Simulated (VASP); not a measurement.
Input of a VASP 6.6.1 run:

The input INCAR:

```
  PREC = Accurate
  ENCUT = 600
  EDIFF = 1E-6
  ISMEAR = -1
  SIGMA = 0.05
  LREAL = F
  LASPH = T
  NELM = 100
  ALGO = Normal
  ISIF = 3
  LWAVE = F
  LCHARG = F
  GGA = PE
  IBRION = 2
  NSW = 80
  EDIFFG = -0.005
  PSTRESS = 300.0
```

File KPOINTS:

```
Automatic mesh
0
Gamma
  10 10 5
```

POSCAR

```
Hf
1.0
    3.1967000000      0.0000000000      0.0000000000
   -1.5983500000      2.7684234083      0.0000000000
    0.0000000000      0.0000000000      5.0578000000
Hf
2
Direct
    0.6666666667      0.3333333333      0.7500000000
    0.3333333333      0.6666666667      0.2500000000
```

Potentials or basis: VASP PAW PBE potentials, release 64 (Hf_pv).

The run is started by

```console
$ cat potpaw_PBE.64/Hf_pv/POTCAR > POTCAR
$ mpirun -np 1 vasp_std > vasp.out
```

Question: Estimate the band gap on the k mesh.

Answer: Zero (band 10 reaches 7.57 eV, above the bottom of band 11 at 5.99 eV).

Question: Estimate the relaxed volume.

Answer: 18.40 Å³/atom.

Question: What does it give for the space group after relaxing (to 0.05 Å)?

Answer: P6_3/mmc (No. 194).

Question: Estimate the relaxed cell.

Answer: a = 2.987 Å, b = 2.987 Å, c = 4.761 Å, α = 90.00°, β = 90.00°, γ = 120.00°.

The path:
| step | energy change (eV) | largest force (eV/Å) | pressure (GPa) | volume (Å³) |
| --- | --- | --- | --- | --- |
| 1 | 0.0000 | 0.0000 | 0.16 | 44.76 |
| 2 | 9.4832 | 0.0000 | 231.63 | 22.82 |
| 3 | 0.4527 | 0.0000 | 23.96 | 37.96 |
| 4 | 0.5890 | 0.0000 | 28.27 | 37.13 |
| 5 | 0.6466 | 0.0000 | 29.99 | 36.81 |
| 6 | 0.6748 | 0.0000 | 30.79 | 36.66 |
| 7 | 0.5970 | 0.0000 | 28.45 | 37.08 |
| 8 | 0.6344 | 0.0000 | 29.59 | 36.87 |
| 9 | 0.6541 | 0.0000 | 30.12 | 36.77 |
| 10 | 0.6495 | 0.0000 | 30.01 | 36.79 |

Caveat: the cell is relaxed towards a set pressure, so the enthalpy falls and the energy may rise; the volume moved by over 15 % at a fixed basis, so the end points are rough; spin-orbit coupling is left out, which moves the levels of the heavy elements.
